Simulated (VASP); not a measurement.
Here is a VASP 6.6.1 calculation.

File INCAR:

```
PREC     = Accurate       # precision mode
ENCUT    = 520            # plane-wave cutoff, eV
EDIFF    = 1E-7           # SCF threshold, eV
ISMEAR   = 1              # smearing method
SIGMA    = 0.15           # smearing width, eV
LREAL    = F              # projectors in reciprocal space
LASPH    = T              # aspherical terms in the spheres
NELM     = 60             # most SCF steps
ALGO     = Normal         # electronic algorithm
ISIF     = 2              # what is computed and relaxed
LWAVE    = F              # write WAVECAR
LCHARG   = F              # write CHGCAR
GGA      = PE             # functional
NBANDS   = 19             # bands
```

KPOINTS

```
Automatic mesh
0
Gamma
  11 11 6
```

File POSCAR:

```
Ti
1.0
    2.9888202413      0.0000000000      0.0000000000
   -1.4944101206      2.5883892501      0.0000000000
    0.0000000000      0.0000000000      4.7415860099
Ti
2
Direct
    0.3333333333      0.6666666667      0.2500000000
    0.6666666667      0.3333333333      0.7500000000
```

Potentials or basis: VASP PAW PBE potentials, release 64 (Ti_sv).

Command:

```console
$ cat potpaw_PBE.64/Ti_sv/POTCAR > POTCAR
$ mpirun -np 1 vasp_std > vasp.out
```

**Question.** Predict the band gap on the k mesh.

**Answer.** Zero (band 12 reaches 8.51 eV, above the bottom of band 13 at 7.51 eV).

**Question.** Predict the pressure.

**Answer.** -5.6 GPa.

Stress tensor (GPa, compression positive):
```
-5.50  0.00  0.00
 0.00 -5.50  0.00
 0.00  0.00 -5.70
```
